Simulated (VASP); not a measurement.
Wanted: the native input for a VASP 6.6.1 run.

```
Task                   : single point
Functional             : PBE
Potentials or basis    : VASP PAW PBE potentials, release 64 (Ga_d, Cl)
Cutoff                 : 520 eV
k mesh                 : 4 × 4 × 4
Occupations            : gaussian, width 0.1 eV
Spin                   : no spin polarisation
Dipole correction      : no
Further INCAR settings : ALGO = Normal; EDIFF = 1e-06; NBANDS = 31
```

The structure of Ga3Cl lies in POSCAR:

```
Ga3Cl
1.0
    4.2347598002      0.0000000000      0.0000000000
    0.0000000000      4.2347598002      0.0000000000
    0.0000000000      0.0000000000      4.1912323800
Ga Cl
3 1
Direct
    0.0000000000      0.5000000000      0.5000000000
    0.5000000000      0.0000000000      0.5000000000
    0.5000000000      0.5000000000      0.0000000000
    0.0000000000      0.0000000000      0.0000000000
```

These files were run (other wordings do the same):

INCAR

```
  PREC = Accurate
  ENCUT = 520
  EDIFF = 1E-6
  ISMEAR = 0
  SIGMA = 0.1
  LREAL = F
  LASPH = T
  NELM = 60
  ALGO = Normal
  ISIF = 2
  LWAVE = F
  LCHARG = T
  GGA = PE
  LELF = T
  LVHAR = T
  NBANDS = 31
```

KPOINTS

```
regular mesh
0
Gamma
  4 4 4
```

Potentials or basis: VASP PAW PBE potentials, release 64 (Ga_d, Cl).

The run is started by

```bash
$ cat potpaw_PBE.64/Ga_d/POTCAR potpaw_PBE.64/Cl/POTCAR > POTCAR
$ mpirun -np 1 vasp_std > vasp.out
```

It gave:

The pressure is 7.6 GPa and the band gap on the k mesh is zero (band 23 reaches 6.35 eV, above the bottom of band 24 at 5.51 eV).

Caveat: the k points lie up to 0.37 Å⁻¹ apart.

Run time: 36 s on 1 thread of Intel Xeon 6975P-C, with other jobs on the host, peak memory 0.19 GiB.
